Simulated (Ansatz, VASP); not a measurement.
# LiBr: VASP beside Ansatz

Contents of INCAR:

```
SYSTEM = LiBr
PREC = Accurate
ENCUT = 750
EDIFF = 1E-6
ISMEAR = -1
SIGMA = 0.03
LREAL = .FALSE.
LASPH = .TRUE.
NELM = 120
ALGO = Normal
ISIF = 2
LWAVE = .FALSE.
LCHARG = .TRUE.
GGA = PS
LELF = .TRUE.
LVHAR = .TRUE.
NBANDS = 12
GGA_COMPAT = .FALSE.
```

File KPOINTS:

```
Automatic mesh
0
G
  9 9 9
  0 0 0
```

File POSCAR:

```
LiBr
1.0
    0.0000000000      2.7226905798      2.7226905798
    2.7226905798      0.0000000000      2.7226905798
    2.7226905798      2.7226905798      0.0000000000
Li Br
1 1
Direct
    0.0000000000      0.0000000000      0.0000000000
    0.5000000000      0.5000000000      0.5000000000
```

Input for Ansatz:

```yaml
crystal:
  lattice:
    - [0.0, 2.7226905798, 2.7226905798]
    - [2.7226905798, 0.0, 2.7226905798]
    - [2.7226905798, 2.7226905798, 0.0]
  atoms:
    - { symbol: Li, position: [0.0, 0.0, 0.0] }
    - { symbol: Br, position: [0.5, 0.5, 0.5] }
kpoints:
  mp_grid: { grid: [9, 9, 9] }
  band_path:
    path:
      - [0.0, 0.0, 0.0]
      - [0.5, 0.0, 0.5]
      - [0.625, 0.25, 0.625]
      - [0.375, 0.375, 0.75]
      - [0.0, 0.0, 0.0]
      - [0.5, 0.5, 0.5]
      - [0.5, 0.25, 0.75]
      - [0.5, 0.0, 0.5]
    npoints: 14
scf:
  occupations: { method: fermi_dirac, width: 0.03 }
hamiltonian:
  xc: pbesol
  pseudopotentials: { kind: all_electron, lapw: { basis_error: 0.001 } }
output:
  forces: true
  stress: true
  eigenvalues: true
  populations: true
```

Alike in both runs: task single point; functional PBEsol; k mesh 9 × 9 × 9; occupations fermi-dirac, width 0.03 eV; no spin polarisation.

|  | VASP | Ansatz |
| --- | --- | --- |
| version | VASP 6.6.1 | Ansatz 0.2.0 |
| potentials or method | VASP PAW PBE potentials, release 64 (Li_sv, Br), cutoff 750 eV | all-electron LAPW, scalar-relativistic |

```csv
,VASP,Ansatz,Ansatz less VASP
gap on the k mesh at the Fermi level (eV),4.90,4.90,-0.003
pressure (GPa),-0.5,-0.5,+0.01
```

VASP's potentials were made for PBE, not for PBEsol. Ansatz ran all-electron here, and VASP with PAW potentials.
